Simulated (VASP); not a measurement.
Set up this calculation in VASP 6.6.1, as the native input.

```yaml
Task: single point
Functional: r2SCAN
Dispersion: rVV10
Potentials_or_basis: VASP PAW PBE potentials, release 64 (Zn, As, P)
Cutoff: 520 eV
k_mesh: 6 × 6 × 6
Occupations: fermi-dirac, width 0.03 eV
Spin: no spin polarisation
Dipole_correction: no
Further_INCAR_settings: ALGO = Normal; EDIFF = 1e-06; NBANDS = 31
```

The system is Zn2AsP3.

```
Zn As P
1.0
     5.08126   -2.26751   -0.72668
     5.08126    2.26751   -0.72668
    -5.56765    0.00000    5.23229
Zn As P
2 1 3
Direct
  0.63119 0.63119 0.86225
  0.38136 0.38136 0.14486
  0.19075 0.19075 0.65176
  0.72065 0.72065 0.33396
  0.84804 0.84804 0.74883
  0.22800 0.22800 0.25834
```

The input as run:

POSCAR

```
Zn2AsP3
1.0
    5.0812592960     -2.2675101165     -0.7266780585
    5.0812592960      2.2675101165     -0.7266780585
   -5.5676461621      0.0000000000      5.2322944902
Zn As P
2 1 3
Direct
    0.6311926546      0.6311926546      0.8622450440
    0.3813641093      0.3813641093      0.1448603538
    0.1907468398      0.1907468398      0.6517614737
    0.7206526463      0.7206526463      0.3339574798
    0.8480447962      0.8480447962      0.7488328023
    0.2279989637      0.2279989637      0.2583428465
```

INCAR.step1

```
SYSTEM = Zn2AsP3
PREC = Accurate ; ENCUT = 520
ISMEAR = -1 ; SIGMA = 0.03
LREAL = .False. ; LASPH = .True.
NELM = 80 ; NBANDS = 31
GGA = PE ; ALGO = Normal
EDIFF = 1E-4 ; LWAVE = .True.
LCHARG = .False.
```

INCAR.step2

```
SYSTEM = Zn2AsP3
PREC = Accurate ; ENCUT = 520
EDIFF = 1E-6 ; ISMEAR = -1
SIGMA = 0.03 ; LREAL = .False.
LASPH = .True. ; NELM = 80
ALGO = Normal ; ISIF = 2
LWAVE = .False. ; LCHARG = .True.
METAGGA = R2SCAN ; LMIXTAU = .True.
LUSE_VDW = .True. ; IVDW_NL = 2
BPARAM = 11.95 ; CPARAM = 0.0093
LELF = .True. ; LVHAR = .True.
NBANDS = 31 ; ISTART = 1
```

KPOINTS

```
Automatic mesh
0
Gamma
  6 6 6
  0 0 0
```

Potentials or basis: VASP PAW PBE potentials, release 64 (Zn, As, P).

Run with:

```console
$ cat potpaw_PBE.64/Zn/POTCAR potpaw_PBE.64/As/POTCAR potpaw_PBE.64/P/POTCAR > POTCAR
$ cp INCAR.step1 INCAR
$ mpirun -np 1 vasp_std > vasp.out
$ cp INCAR.step2 INCAR
$ mpirun -np 1 vasp_std > vasp.out
```

It gave:

The pressure is 0.1 GPa, the largest force is 0.059 eV/Å and the band gap on the k mesh is zero (bands 22 and 23 overlap by 1.75 eV).

Caveat: the PAW data sets were made with another functional, which shifts forces and pressure a little.

Wall time 15 min on 1 thread of AMD EPYC 9R45 96-Core Processor (Zen 5) (shared host), peak memory 0.81 GiB.
